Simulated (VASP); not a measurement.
MgB15N15 (a cell with a defect), 31 atoms in the cell. The cell holds a defect, 31 atoms: a = 6.277 Å, b = 6.277 Å, c = 6.277 Å, α = 109.47°, β = 109.47°, γ = 109.47°. 

- Program: VASP 6.6.1
- Task: single point
- Functional: HSE06
- Potentials or basis: VASP PAW PBE potentials, release 64 (B, Mg, N)
- Cutoff: 520 eV
- k mesh: 1 × 1 × 1, shifted
- Occupations: fermi-dirac, width 0.01 eV
- Spin: no spin polarisation
- Dipole correction: no
- Grid for exact exchange (PRECFOCK): Fast
- Charge: 2
- Further INCAR settings: LREAL = Auto; ALGO = Normal; EDIFF = 1e-06; NBANDS = 82; NELECT = 120.0
- Share of exact exchange: 0.25
- Screening parameter: 0.2079 1/Å

Potentials or basis: VASP PAW PBE potentials, release 64 (B, Mg, N).

Launch:

```bash
$ cat potpaw_PBE.64/B/POTCAR potpaw_PBE.64/Mg/POTCAR potpaw_PBE.64/N/POTCAR > POTCAR
$ cp INCAR.step1 INCAR
$ mpirun -np 1 vasp_std > vasp.out
$ cp INCAR.step2 INCAR
$ mpirun -np 1 vasp_std > vasp.out
```

Hardware: 1 thread of Intel(R) Xeon(R) Platinum 8488C (Sapphire Rapids) (shared host).

Problem. Estimate the wall time of this run.

Solution. Wall time 2.8 min on 1 thread of Intel(R) Xeon(R) Platinum 8488C (Sapphire Rapids), on a shared host, peak memory 0.47 GiB. Counts: k points 1.
